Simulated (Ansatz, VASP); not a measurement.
# SnO2: VASP beside Ansatz

Contents of POSCAR:

```
SnO2
1.0
    0.0050669339      2.5385339043      2.5385339043
    2.5385339043      0.0050669339      2.5385339043
    2.5385339043      2.5385339043      0.0050669339
Sn O
1 2
Direct
    0.0000000000      0.0000000000      0.0000000000
    0.2500000000      0.2500000000      0.2500000000
    0.7500000000      0.7500000000      0.7500000000
```

Contents of INCAR.step1:

```
PREC = Accurate
ENCUT = 1480
ISMEAR = 0
SIGMA = 0.01
LREAL = False
LASPH = True
NELM = 120
NBANDS = 20
GGA = PE
ALGO = Normal
EDIFF = 1E-5
LWAVE = True
LCHARG = False
GGA_COMPAT = False
```

File INCAR.step2:

```
PREC = Accurate
ENCUT = 1480
EDIFF = 1E-6
ISMEAR = 0
SIGMA = 0.01
LREAL = False
LASPH = True
NELM = 120
ALGO = Normal
ISIF = 2
LWAVE = False
LCHARG = False
METAGGA = R2SCAN
LMIXTAU = True
NBANDS = 20
ISTART = 1
GGA_COMPAT = False
```

KPOINTS

```
regular mesh
0
Gamma
  8 8 8
```

Input for Ansatz:

```yaml
crystal:
  lattice:
    - [0.0050669339, 2.5385339043, 2.5385339043]
    - [2.5385339043, 0.0050669339, 2.5385339043]
    - [2.5385339043, 2.5385339043, 0.0050669339]
  atoms:
    - { symbol: Sn, position: [0.0, 0.0, 0.0] }
    - { symbol: O, position: [0.25, 0.25, 0.25] }
    - { symbol: O, position: [0.75, 0.75, 0.75] }
kpoints:
  mp_grid: { grid: [8, 8, 8] }
  band_path:
    path:
      - [0.0, 0.0, 0.0]
      - [0.5, 0.0, 0.5]
      - [0.625, 0.25, 0.625]
      - [0.375, 0.375, 0.75]
      - [0.5, 0.5, 0.5]
      - [0.5, 0.25, 0.75]
    npoints: 1
hamiltonian:
  xc: r2scan
scf:
  occupations: { method: fixed }
  n_extra_bands: 4
output:
  forces: true
  stress: true
  eigenvalues: true
```

Change from the starting cell: shear_111 strain +0.3%.

Alike in both runs: task single point; functional r2SCAN; k mesh 8 × 8 × 8; no spin polarisation.

```csv
,VASP,Ansatz
version,VASP 6.6.1,Ansatz 0.2.0
potentials or method,"VASP PAW PBE potentials, release 64 (Sn_d, O_h)","plane waves, PAW"
plane-wave cutoff (eV),1480,500
occupations,"gaussian, width 0.01 eV",fixed
valence electrons in the cell,26,26
```

```tsv
	VASP	Ansatz	Ansatz less VASP
gap on the k mesh at the Fermi level (eV)	0.83	0.81	-0.023
pressure (GPa)	0.5	-0.7	-1.14
rms of the force components (eV/Å)	0.004	0.004	-0.0005
```

VASP's potentials were made for PBE, not for r2SCAN. Atom by atom the forces differ by 0.001 eV/Å (rms over components).
